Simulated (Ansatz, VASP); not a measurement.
## One calculation of P, two programs

```
CELL_PARAMETERS angstrom
-1.74964 1.74964 2.50039
1.74964 -1.74964 2.50039
1.74964 1.74964 -2.50039
ATOMIC_POSITIONS crystal
P 0.27353 0.27353 0.00000
P 0.72647 0.72647 0.00000
```

Alike in both runs: task relaxation of cell and atoms; functional PBE; k mesh 22 × 22 × 22; occupations gaussian, width 0.1 eV; no spin polarisation.

```csv
,VASP,Ansatz
version,VASP 6.6.1,Ansatz 0.2.0
potentials or method,"VASP PAW PBE potentials, release 64 (P), cutoff 600 eV","scalar-relativistic, plane waves, PAW"
valence electrons in the cell,10,10
```

|  | VASP | Ansatz | Ansatz less VASP |
| --- | --- | --- | --- |
| gap on the k mesh at the Fermi level, each at its own relaxed structure (eV) | none | none | - |
| relaxed volume (Å³/atom) | 15.17 | 15.18 | +0.017 |
| relaxed cell length with the largest relative difference (Å) | 3.504 | 3.505 | +0.0011 |

A gap of «none» marks a metal or a gap that the smearing closes.
